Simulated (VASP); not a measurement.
WC: single point with PBE

Crystal: WC.

```
W C
1.0
     3.15551    0.00000    0.00000
    -1.57776    2.73275    0.00000
     0.00000    0.00000    2.73319
W C
1 1
Direct
  0.00000 0.00000 0.00000
  0.66667 0.33333 0.50000
```

This cell differs from its parent crystal: strain +0.080 along x and y, -0.040 along z.

```json
{
 "Program": "VASP 6.6.1",
 "Task": "single point",
 "Functional": "PBE",
 "Potentials or basis": "VASP PAW PBE potentials, release 64 (W_sv, C)",
 "Cutoff": "520 eV",
 "k mesh": "24 × 24 × 22",
 "Occupations": "gaussian, width 0.15 eV",
 "Spin": "no spin polarisation",
 "Dipole correction": "no",
 "Further INCAR settings": "ALGO = Normal; EDIFF = 1e-07; NBANDS = 16"
}
```

```json
{
  "Pressure": "-26.2 GPa",
  "Band gap on the k mesh": "zero (bands 9 and 10 overlap by 1.68 eV)"
}
```

Stress tensor (GPa, compression positive):
```
-46.51   0.00   0.00
  0.00 -46.51   0.00
  0.00   0.00  14.32
```

Levels at points of the mesh, in eV from the Fermi level:
| k point | band 5 | band 6 | band 7 | band 8 | band 9 | band 10 | band 11 | band 12 | band 13 | band 14 |
| --- | --- | --- | --- | --- | --- | --- | --- | --- | --- | --- |
| (0.00, 0.00, 0.00) | -13.68 | -3.83 | -3.69 | -3.69 | 1.16 | 2.96 | 2.96 | 4.52 | 5.22 | 5.22 |
| (0.50, 0.00, 0.00) | -11.10 | -6.77 | -3.28 | -1.88 | -1.25 | 2.45 | 2.81 | 3.11 | 6.49 | 9.68 |
| (0.00, 0.00, 0.50) | -9.75 | -7.71 | -2.76 | -2.76 | -0.44 | -0.44 | 3.54 | 3.54 | 4.76 | 9.62 |
| (0.50, 0.00, 0.50) | -10.59 | -5.79 | -4.52 | -3.70 | 0.31 | 3.03 | 4.51 | 5.21 | 7.60 | 9.43 |

Run time: 65 s on 1 thread of Intel(R) Xeon(R) 6975P-C (Granite Rapids), on a shared host, peak memory 0.36 GiB.

Caveat: the cell differs from its parent crystal (strain +0.080 along x and y, -0.040 along z); the cell stands under tension; spin-orbit coupling is left out, which moves the levels of the heavy elements.
